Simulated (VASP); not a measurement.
Here is a VASP 6.6.1 calculation.

File INCAR:

```
PREC = Accurate
ENCUT = 500
EDIFF = 1E-6
ISMEAR = 0
SIGMA = 0.1
LREAL = F
LASPH = T
NELM = 200
ALGO = Normal
ISIF = 2
LWAVE = F
LCHARG = F
GGA = PE
NBANDS = 16
GGA_COMPAT = F
LMAXMIX = 6
```

The input KPOINTS:

```
regular mesh
0
Gamma
  10 10 8
```

File POSCAR:

```
Dy2H
1.0
    3.4642303589      0.0000000000      0.0000000000
    0.0000000000      3.4642303589      0.0000000000
    0.0000000000      0.0000000000      5.0021016495
Dy H
2 1
Direct
    0.0000000000      0.5000000000      0.7577380337
    0.5000000000      0.0000000000      0.2422619663
    0.0000000000      0.0000000000      0.0000000000
```

Potentials or basis: VASP PAW PBE potentials, release 64 (Dy_3, H), 4f in core.

Command:

```console
$ cat potpaw_PBE.64/Dy_3/POTCAR potpaw_PBE.64/H/POTCAR > POTCAR
$ mpirun -np 1 vasp_std > vasp.out
```

(1) Predict the pressure.

(2) Predict the largest force.

## Answers

(1) 8.0 GPa.

(2) 0.017 eV/Å.

Caveat: the cell stands under pressure.
